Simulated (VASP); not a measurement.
Hg: single point with PBEsol+D3(BJ)

The system is Hg.

```
CELL_PARAMETERS angstrom
3.25923 0.00000 0.00000
-1.62962 2.82258 0.00000
0.00000 0.00000 5.01857
ATOMIC_POSITIONS crystal
Hg 0.66667 0.33333 0.75000
Hg 0.33333 0.66667 0.25000
```

```yaml
Program: VASP 6.6.1
Task: single point
Functional: PBEsol
Dispersion: D3(BJ)
Potentials_or_basis: VASP PAW PBE potentials, release 64 (Hg)
Cutoff: 520 eV
k_mesh: 18 × 18 × 10
Occupations: gaussian, width 0.15 eV
Spin: no spin polarisation
Dipole_correction: no
Further_INCAR_settings: ALGO = Fast; EDIFF = 1e-07; NBANDS = 19
```

| Property | Result |
| --- | --- |
| Pressure | -1.8 GPa |
| Band gap on the k mesh | zero (bands 12 and 13 overlap by 1.12 eV) |
| Dispersion energy per atom | -0.433 eV |

Stress tensor (GPa, compression positive):
```
-1.84  0.00  0.00
 0.00 -1.84  0.00
 0.00  0.00 -1.75
```

Levels at points of the mesh, in eV from the Fermi level:
```csv
k point,band 10,band 11,band 12,band 13,band 14,band 15
"(0.00, 0.00, 0.00)",-5.74,-5.74,-1.31,-0.76,12.04,12.04
"(0.50, 0.00, 0.00)",-5.56,-2.57,-2.45,3.27,3.53,4.30
"(0.00, 0.00, 0.50)",-5.97,-5.97,-5.97,7.94,7.94,13.01
"(0.50, 0.00, 0.50)",-5.69,-1.41,-1.41,-0.22,-0.22,9.06
```

It took 44 s on 1 thread of Intel(R) Xeon(R) 6975P-C (Granite Rapids), on a shared host, peak memory 0.28 GiB.

Caveat: the PAW data sets were made with another functional, which shifts forces and pressure a little; spin-orbit coupling is left out, which moves the levels of the heavy elements.
